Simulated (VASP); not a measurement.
**CdS (Hawleyite): single point with LDA**

The system is CdS (Hawleyite).

```
CELL_PARAMETERS angstrom
2.90704 2.90704 0.00000
-2.90704 2.90704 0.00000
0.00000 2.90704 2.86099
ATOMIC_POSITIONS crystal
Cd 0.00000 0.00000 0.00000
S 0.75000 0.25000 0.50000
```

This cell differs from its parent crystal: in-plane strain +0.01.

| Quantity | Value |
| --- | --- |
| Program | VASP 6.6.1 |
| Task | single point |
| Functional | LDA |
| Potentials or basis | VASP PAW LDA potentials, release 64 (Cd, S) |
| Cutoff | 520 eV |
| k mesh | 8 × 8 × 8 |
| Occupations | gaussian, width 0.01 eV |
| Spin | no spin polarisation |
| Dipole correction | no |
| Further INCAR settings | ALGO = Normal; EDIFF = 1e-06; NBANDS = 16 |

```yaml
Pressure: -0.4 GPa
Band_gap_on_the_k_mesh: 0.92 eV, direct
```

Stress tensor (GPa, compression positive):
```
-0.51  0.00  0.00
 0.00 -0.51  0.00
 0.00  0.00 -0.18
```

Levels at points of the mesh, in eV from the valence-band top:
```csv
k point,band 7,band 8,band 9,band 10,band 11,band 12
"(0.00, 0.00, 0.00)",-0.05,-0.05,0.00,0.92,6.32,6.32
"(0.50, 0.00, 0.00)",-4.71,-0.87,-0.81,2.79,6.75,6.88
"(0.50, 0.50, 0.00)",-4.24,-2.04,-2.01,3.25,4.21,8.98
"(0.00, 0.00, 0.50)",-4.13,-2.09,-2.09,3.19,4.07,9.15
```

It took 22 s on 1 thread of Intel(R) Xeon(R) Platinum 8488C (Sapphire Rapids), with other jobs on the host, peak memory 0.18 GiB.

Caveat: the cell differs from its parent crystal (in-plane strain +0.01).
